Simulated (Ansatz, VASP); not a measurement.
## Si: VASP beside Ansatz

Contents of INCAR:

```
  ALGO = Normal
  EDIFF = 1E-6
  ENCUT = 520
  GGA = PE
  ISIF = 2
  ISMEAR = 0
  LASPH = T
  LCHARG = T
  LELF = T
  LREAL = F
  LVHAR = T
  LWAVE = F
  NBANDS = 11
  NELM = 60
  PREC = Accurate
  SIGMA = 0.05
```

Contents of KPOINTS:

```
k-points
0
Gamma
  8 8 8
```

The input POSCAR:

```
Si
1.0
    0.0000000000      2.7348811941      2.9536716896
    2.7348811941      0.0000000000      2.9536716896
    2.7348811941      2.7348811941      0.0000000000
Si
2
Direct
    0.5000000000      0.5000000000      0.5000000000
    0.7500000000      0.7500000000      0.7500000000
```

Input for Ansatz:

```yaml
crystal:
  lattice:
    - [0.0, 2.7348811941, 2.9536716896]
    - [2.7348811941, 0.0, 2.9536716896]
    - [2.7348811941, 2.7348811941, 0.0]
  atoms:
    - { symbol: Si, position: [0.5, 0.5, 0.5] }
    - { symbol: Si, position: [0.75, 0.75, 0.75] }
basis:
  ecutwfc: 420
kpoints:
  mp_grid: { grid: [8, 8, 8] }
hamiltonian:
  xc: pbe
scf:
  occupations: { method: gaussian, width: 0.05 }
output:
  forces: true
  stress: true
  eigenvalues: true
```

Change from the starting cell: strain +0.000 along x and y, +0.080 along z, atoms carried along.

Alike in both runs: task single point; functional PBE; k mesh 8 × 8 × 8; occupations gaussian, width 0.05 eV; no spin polarisation.

|  | VASP | Ansatz |
| --- | --- | --- |
| version | VASP 6.6.1 | Ansatz 0.2.0 |
| potentials or method | VASP PAW PBE potentials, release 64 (Si), cutoff 520 eV | scalar-relativistic, plane waves, PAW |
| valence electrons in the cell | 8 | 8 |

VASP gave:

* gap on the k mesh at the Fermi level (eV): 0.36
* least direct gap on the mesh (eV): 1.78
* pressure (GPa): -5.9
* traceless stress, the component that is largest in VASP (GPa): -5.37

Q: Estimate Ansatz's values.

A: gap on the k mesh at the Fermi level (eV): 0.36; least direct gap on the mesh (eV): 1.78; pressure (GPa): -5.8; traceless stress, the component that is largest in VASP (GPa): -5.36.
